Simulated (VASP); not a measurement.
**Si13C14 (a cell with a defect): single point with PBE**

System: Si13C14 (a cell with a defect).

```
Si C
1.0
     0.00000    6.56956    6.56956
     6.56956    0.00000    6.56956
     6.56956    6.56956    0.00000
Si C
26 28
Direct
  0.24945 0.25029 0.24972
  0.24857 0.25521 0.58197
  0.24855 0.25524 0.91342
  0.24857 0.58254 0.25463
  0.24856 0.58254 0.91338
  0.24855 0.91398 0.25468
  0.24856 0.91397 0.58196
  0.24960 0.91691 0.91633
  0.58295 0.25021 0.24964
  0.58001 0.25524 0.58196
  0.58295 0.25021 0.91636
  0.58002 0.58252 0.25467
  0.58000 0.58253 0.58196
  0.58294 0.58357 0.91633
  0.58296 0.91692 0.24964
  0.58294 0.91690 0.58301
  0.58292 0.91690 0.91633
  0.91631 0.25029 0.24972
  0.91632 0.25030 0.58285
  0.91624 0.25022 0.91635
  0.91632 0.58342 0.24971
  0.92123 0.58254 0.58197
  0.92127 0.58253 0.91342
  0.91624 0.91692 0.24964
  0.92127 0.91399 0.58195
  0.91624 0.91693 0.91636
  0.99961 0.00026 0.99968
  0.99937 0.00070 0.33277
  0.99937 0.00070 0.66639
  0.99937 0.33334 0.00013
  0.24959 0.58356 0.58299
  0.99962 0.33359 0.33301
  0.99937 0.33335 0.66639
  0.99937 0.66697 0.00012
  0.99937 0.66695 0.33277
  0.02571 0.65823 0.65767
  0.33291 0.00028 0.99971
  0.33299 0.00070 0.33277
  0.33293 0.00029 0.66633
  0.33299 0.33335 0.00012
  0.33299 0.33335 0.33278
  0.32426 0.35967 0.65768
  0.33294 0.66691 0.99970
  0.32427 0.65823 0.35911
  0.32423 0.65820 0.65762
  0.66628 0.00025 0.99968
  0.66628 0.00025 0.33302
  0.66630 0.00028 0.66633
  0.66628 0.33359 0.99968
  0.66672 0.33334 0.33277
  0.66672 0.33334 0.66640
  0.66630 0.66690 0.99970
  0.66672 0.66696 0.33277
  0.66631 0.66690 0.66633
```

- Program: VASP 6.6.1
- Task: single point
- Functional: PBE
- Potentials or basis: VASP PAW PBE potentials, release 64 (Si, C)
- Cutoff: 520 eV
- k mesh: 2 × 2 × 2, shifted
- Occupations: gaussian, width 0.01 eV
- Spin: no spin polarisation
- Dipole correction: no
- Further INCAR settings: LREAL = Auto; ALGO = Normal; EDIFF = 1e-06; NBANDS = 141

| Property | Result |
| --- | --- |
| Pressure | -3.7 GPa |
| Largest force | 0.017 eV/Å |
| Band gap on the k mesh | 1.92 eV |

Forces in eV/Å, atoms in the order of the input:
```
Si   0.002  0.008  0.005
Si   0.001  0.004  0.000
Si   0.002  0.011 -0.003
Si   0.001  0.001  0.005
Si   0.011  0.012  0.005
Si   0.002 -0.003  0.012
Si   0.012  0.006  0.011
Si   0.001  0.008  0.007
Si   0.000  0.004  0.005
Si  -0.003  0.011  0.002
Si   0.003  0.008  0.003
Si  -0.001  0.001  0.010
Si   0.006  0.010  0.011
Si   0.006  0.002  0.004
Si   0.004  0.003  0.008
Si   0.007  0.004  0.002
Si   0.004  0.002  0.001
Si   0.002  0.003  0.004
Si   0.003  0.006  0.002
Si   0.006  0.005  0.002
Si   0.003  0.002  0.006
Si   0.004  0.001  0.001
Si   0.012  0.001 -0.003
Si   0.005  0.002  0.005
Si   0.012 -0.002  0.002
Si   0.006  0.004  0.003
C   -0.004  0.002 -0.003
C   -0.006 -0.003 -0.008
C   -0.006 -0.006 -0.006
C   -0.004 -0.007 -0.003
C    0.005  0.004  0.005
C   -0.001 -0.007 -0.009
C    0.000 -0.004 -0.002
C   -0.004 -0.005 -0.005
C    0.000 -0.002  0.000
C   -0.006 -0.009 -0.009
C   -0.007 -0.006 -0.004
C   -0.009  0.003 -0.010
C   -0.008 -0.001 -0.006
C   -0.007 -0.010 -0.002
C    0.000  0.003  0.002
C   -0.010 -0.007 -0.006
C   -0.007 -0.010 -0.003
C   -0.010 -0.007 -0.007
C    0.000  0.005  0.004
C   -0.005 -0.008 -0.006
C   -0.004 -0.003 -0.005
C   -0.003 -0.004 -0.004
C   -0.004 -0.008 -0.002
C   -0.001 -0.007 -0.005
C   -0.003 -0.001 -0.004
C   -0.001 -0.001 -0.004
C   -0.003 -0.006 -0.003
C   -0.003 -0.009 -0.007
```

Levels at points of the mesh, in eV from the valence-band top:
```
           k point  band 106  band 107  band 108  band 109  band 110  band 111
(0.25, 0.25, 0.25)     -0.51      0.00      0.00      2.47      2.51      2.51
```

Run time: 78 min on 1 thread of Intel Xeon 8259CL (shared host), peak memory 1.2 GiB.
